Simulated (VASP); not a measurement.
Ag:

```
CELL_PARAMETERS angstrom
0.00000 2.05218 2.05218
2.05218 0.00000 2.05218
2.05218 2.05218 0.00000
ATOMIC_POSITIONS crystal
Ag 0.00000 0.00000 0.00000
```

- Program: VASP 6.6.1
- Task: relaxation of cell and atoms
- Functional: PBE
- Potentials or basis: VASP PAW PBE potentials, release 64 (Ag)
- Cutoff: 600 eV
- k mesh: 18 × 18 × 18
- Occupations: gaussian, width 0.1 eV
- Spin: no spin polarisation

At the start: pressure 3.1 GPa; volume 17.29 Å³/atom.

Problem. How do energy, volume and symmetry change on relaxing?

Solution. Over 15 steps the energy falls by 4.6 meV/atom and the volume is 17.80 Å³/atom (+3.0 %); space group Fm-3m (No. 225, to 0.05 Å).

Step by step:
| step | energy change (eV) | largest force (eV/Å) | pressure (GPa) | volume (Å³) |
| --- | --- | --- | --- | --- |
| 1 | 0.0000 | 0.0000 | 3.08 | 17.29 |
| 2 | -0.0030 | 0.0000 | -1.97 | 18.13 |
| 3 | -0.0046 | 0.0000 | -0.12 | 17.80 |
| 4 | -0.0046 | 0.0000 | 0.11 | 17.78 |
| 5 | -0.0046 | 0.0000 | 0.06 | 17.79 |
| 6 | -0.0046 | 0.0000 | 0.06 | 17.79 |
| 7 | -0.0046 | 0.0000 | 0.06 | 17.80 |
| 8 | -0.0046 | 0.0000 | 0.05 | 17.80 |
| 9 | -0.0046 | 0.0000 | 0.05 | 17.80 |
| 10 | -0.0046 | 0.0000 | 0.06 | 17.80 |
| 11 | -0.0046 | 0.0000 | 0.06 | 17.80 |
| 12 | -0.0046 | 0.0000 | 0.05 | 17.80 |
| 13 | -0.0046 | 0.0000 | 0.05 | 17.80 |
| 14 | -0.0046 | 0.0000 | 0.05 | 17.80 |
| 15 | -0.0046 | 0.0000 | 0.03 | 17.80 |

Final structure:
```cif
data_structure
_symmetry_space_group_name_H-M 'P 1'
_symmetry_Int_Tables_number 1
_cell_length_a 2.9307
_cell_length_b 2.9307
_cell_length_c 2.9307
_cell_angle_alpha 60.000
_cell_angle_beta 60.000
_cell_angle_gamma 60.000
_cell_volume 17.80
loop_
_atom_site_label
_atom_site_type_symbol
_atom_site_fract_x
_atom_site_fract_y
_atom_site_fract_z
_atom_site_occupancy
Ag1 Ag 0.00000 0.00000 0.00000 1
```
